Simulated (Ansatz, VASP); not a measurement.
**YSn3: VASP beside Ansatz**

```
CELL_PARAMETERS angstrom
4.66600 0.02333 0.02333
0.02333 4.66600 0.02333
0.02333 0.02333 4.66600
ATOMIC_POSITIONS crystal
Y 0.00000 0.00000 0.00000
Sn 0.00000 0.50000 0.50000
Sn 0.50000 0.00000 0.50000
Sn 0.50000 0.50000 0.00000
```

Change from the starting cell: equal xy, yz and zx shear strains of +1 %, crystal datasets.

Alike in both runs: task electric field gradients; functional PBEsol; k mesh 8 × 8 × 8; occupations fermi-dirac, width 0.05 eV; no spin polarisation.

```csv
,VASP,Ansatz
version,VASP 6.6.1,Ansatz 0.2.0
potentials or method,"VASP PAW PBE potentials, release 64 (Y_sv, Sn_d), cutoff 520 eV","all-electron PAW with datasets made for the crystal, scalar-relativistic"
```

```tsv
	VASP	Ansatz	Ansatz less VASP
pressure (GPa)	-0.9	-0.8	+0.06
traceless stress, the component that is largest in VASP (GPa)	-0.30	-0.30	0.000
size of Vzz on the site where it differs most (V/Å²)	139.6	144.6	+5.03
```

VASP's potentials were made for PBE, not for PBEsol. Ansatz ran all-electron here, and VASP with PAW potentials.
